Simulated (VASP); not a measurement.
Here is a VASP 6.6.1 calculation.

The input INCAR:

```
SYSTEM = Fe
PREC = Accurate
ENCUT = 520
EDIFF = 1E-6
ISMEAR = -1
SIGMA = 0.1
LREAL = .FALSE.
LASPH = .TRUE.
NELM = 80
ALGO = Normal
ISIF = 2
LWAVE = .FALSE.
LCHARG = .FALSE.
GGA = RP
NBANDS = 10
```

KPOINTS

```
Automatic mesh
0
G
  15 15 15
  0 0 0
```

File POSCAR:

```
Fe
1.0
   -1.3911065625      1.3911065625      1.3911065625
    1.3911065625     -1.3911065625      1.3911065625
    1.3911065625      1.3911065625     -1.3911065625
Fe
1
Direct
    0.0000000000      0.0000000000      0.0000000000
```

Potentials or basis: VASP PAW PBE potentials, release 64 (Fe).

Launch:

```sh
$ cat potpaw_PBE.64/Fe/POTCAR > POTCAR
$ mpirun -np 1 vasp_std > vasp.out
```

**Question.** What does it give for the band gap on the k mesh?

**Answer.** Zero (bands 4 and 5 overlap by 1.80 eV).

**Question.** Estimate the pressure.

**Answer.** -1.2 GPa.

Caveat: the PAW data sets were made with another functional, which shifts forces and pressure a little; the run has no spin polarisation, though such a crystal can be magnetic. Spin polarisation is off, so any magnetic state and its effect on volume and gap are missing.
